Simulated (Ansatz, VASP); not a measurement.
Two plane-wave programs on Pt

File INCAR:

```
SYSTEM = Pt
ALGO     = Normal         ! electronic algorithm
EDIFF    = 1E-7           ! SCF threshold, eV
EDIFFG   = -0.01          ! ionic threshold
ENCUT    = 500            ! plane-wave cutoff, eV
GGA      = PS             ! functional
GGA_COMPAT= .False.      
IBRION   = 2              ! ionic algorithm
ISIF     = 3              ! what is computed and relaxed
ISMEAR   = 0              ! smearing method
LASPH    = .True.         ! aspherical terms in the spheres
LCHARG   = .False.        ! write CHGCAR
LREAL    = .False.        ! projectors in reciprocal space
LWAVE    = .False.        ! write WAVECAR
NELM     = 120            ! most SCF steps
NELMIN   = 4            
NSW      = 80             ! ionic steps
PREC     = Accurate       ! precision mode
SIGMA    = 0.1            ! smearing width, eV
```

KPOINTS

```
k-points
0
Gamma
  18 18 18
  0 0 0
```

File POSCAR:

```
Pt
1.0
   -1.5634547133      1.5634547133      1.5634547133
    1.5634547133     -1.5634547133      1.5634547133
    1.5634547133      1.5634547133     -1.5634547133
Pt
1
Direct
    0.0000000000      0.0000000000      0.0000000000
```

Input for Ansatz:

```yaml
crystal:
  lattice:
    - [-1.5634547133, 1.5634547133, 1.5634547133]
    - [1.5634547133, -1.5634547133, 1.5634547133]
    - [1.5634547133, 1.5634547133, -1.5634547133]
  atoms:
    - { symbol: Pt, position: [0.0, 0.0, 0.0] }
basis:
  ecutwfc: 420
kpoints:
  mp_grid: { grid: [18, 18, 18] }
hamiltonian:
  xc: pbesol
scf:
  occupations: { method: gaussian, width: 0.1 }
output:
  forces: true
  stress: true
  eigenvalues: true
  write_density: true
  write_potential: true
  elf: true
  volumetric_format: npy
relax:
  adjacent_minimum: "off"
  f_tol: 0.01
  max_steps: 60
  cell: { stress_tol: 0.1 }
```

Alike in both runs: task relaxation of cell and atoms; functional PBEsol; k mesh 18 × 18 × 18; occupations gaussian, width 0.1 eV; no spin polarisation.

```csv
,VASP,Ansatz
version,VASP 6.6.1,Ansatz 0.2.0
potentials or method,"VASP PAW PBE potentials, release 64 (Pt), cutoff 500 eV","scalar-relativistic, plane waves, PAW"
valence electrons in the cell,10,18
```

|  | VASP | Ansatz | Ansatz less VASP |
| --- | --- | --- | --- |
| gap on the k mesh at the Fermi level, each at its own relaxed structure (eV) | none | none | - |
| relaxed volume (Å³/atom) | 15.18 | 15.20 | +0.022 |
| relaxed length of the cell vector where the two differ most in proportion (Å) | 2.701 | 2.703 | +0.0013 |

VASP's potentials were made for PBE, not for PBEsol. A gap of «none» marks a metal or a gap that the smearing closes. VASP's potentials hold 10 valence electrons a cell and Ansatz's 18, so a difference there can come from the potentials and not from the codes.

Neither program's run includes spin-orbit coupling.
